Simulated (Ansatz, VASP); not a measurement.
HfAlB4 in VASP and in Ansatz

Contents of INCAR:

```
SYSTEM = HfAlB4
PREC = Accurate
ENCUT = 600
EDIFF = 1E-6
ISMEAR = 0
SIGMA = 0.1
LREAL = .FALSE.
LASPH = .TRUE.
NELM = 60
ALGO = Fast
ISIF = 3
LWAVE = .FALSE.
LCHARG = .FALSE.
GGA = PE
IBRION = 2
NSW = 100
EDIFFG = -0.01
```

File KPOINTS:

```
regular mesh
0
G
  12 12 6
  0 0 0
```

File POSCAR:

```
HfAlB4
1.0
    3.0525141000      0.0000000000      0.0000000000
   -1.5262570000      2.6435547000      0.0000000000
    0.0000000000      0.0000000000      6.9179598000
Hf Al B
1 1 4
Direct
    0.0000000000      0.0000000000      0.0000000000
    0.0000000000      0.0000000000      0.5000000000
    0.3333333000      0.6666667000      0.2645460000
    0.3333333000      0.6666667000      0.7354540000
    0.6666667000      0.3333333000      0.2645460000
    0.6666667000      0.3333333000      0.7354540000
```

Input for Ansatz:

```yaml
crystal:
  lattice:
    - [3.0525141, 0.0, 0.0]
    - [-1.526257, 2.6435547, 0.0]
    - [0.0, 0.0, 6.9179598]
  atoms:
    - { symbol: Hf, position: [0.0, 0.0, 0.0] }
    - { symbol: Al, position: [0.0, 0.0, 0.5] }
    - { symbol: B, position: [0.3333333, 0.6666667, 0.264546] }
    - { symbol: B, position: [0.3333333, 0.6666667, 0.735454] }
    - { symbol: B, position: [0.6666667, 0.3333333, 0.264546] }
    - { symbol: B, position: [0.6666667, 0.3333333, 0.735454] }
basis:
  ecutwfc: 420
kpoints:
  mp_grid: { grid: [12, 12, 6] }
hamiltonian:
  xc: pbe
scf:
  occupations: { method: gaussian, width: 0.1 }
output:
  forces: true
  stress: true
  eigenvalues: true
  write_density: true
  write_potential: true
  elf: true
  volumetric_format: npy
relax:
  adjacent_minimum: "off"
  f_tol: 0.01
  max_steps: 80
  cell: { stress_tol: 0.05 }
```

Alike in both runs: task relaxation of cell and atoms; functional PBE; k mesh 12 × 12 × 6; occupations gaussian, width 0.1 eV; no spin polarisation.

|  | VASP | Ansatz |
| --- | --- | --- |
| version | VASP 6.6.1 | Ansatz 0.2.0 |
| potentials or method | VASP PAW PBE potentials, release 64 (Hf_pv, Al, B), cutoff 600 eV | scalar-relativistic, plane waves, PAW |
| valence electrons in the cell | 25 | 41 |

|  | VASP | Ansatz | Ansatz less VASP |
| --- | --- | --- | --- |
| gap on the k mesh at the Fermi level, each at its own relaxed structure (eV) | none | none | - |
| relaxed volume (Å³/atom) | 9.29 | 9.31 | +0.015 |
| relaxed length of the cell vector where the two differ most in proportion (Å) | 6.916 | 6.923 | +0.0067 |

A gap of «none» marks a metal or a gap that the smearing closes. VASP's potentials hold 25 valence electrons a cell and Ansatz's 41, so a difference there can come from the potentials and not from the codes.

Neither program's run includes spin-orbit coupling.
